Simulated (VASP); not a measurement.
Runs of VASP 6.6.1 on Ag. The structure is that of space group Fm-3m (No. 225), or close to it. The cells are those of the table. 

```tsv
task	cell	cutoff (eV)	gap on the mesh (eV)	pressure (GPa)
single point	a = 2.828 Å, angles 60.0°, 1 atom	520	none	10.3
single point	a = 2.902 Å, angles 60.0°, 1 atom	520	none	0.1
single point	a = 2.868 Å, angles 60.0°, 1 atom	520	none	4.2
relaxation of cell and atoms	relaxed to 15 GPa from a = 2.902 Å, angles 60.0°, 1 atom	600	none	15.0
single point	a = 2.884 Å, angles 60.0°, 1 atom	520	none	2.2
single point	a = 2.893 Å, angles 60.0°, 1 atom	520	none	1.1
single point	a = 2.847 Å, angles 60.0°, 1 atom	520	none	(a)
single point	a = 2.800 Å, angles 60.0°, 1 atom	520	none	(b)
```

Alike in all rows: level r2SCAN; potentials or basis VASP PAW PBE potentials, release 64 (Ag); no spin polarisation; k mesh 24 × 24 × 24; smearing fermi-dirac 0.08 eV.

Task: Fill in the values left out.

Result: (a) 7.2; (b) 15.4.

Caveats: the PAW data sets were made with another functional, which shifts forces and pressure a little; the cell is relaxed towards a set pressure, so the enthalpy falls and the energy may rise (some runs).

A k mesh can miss the band edges, and the runs leave out spin-orbit coupling on Ag.

A gap of «none» marks levels without a gap at the run's occupations.
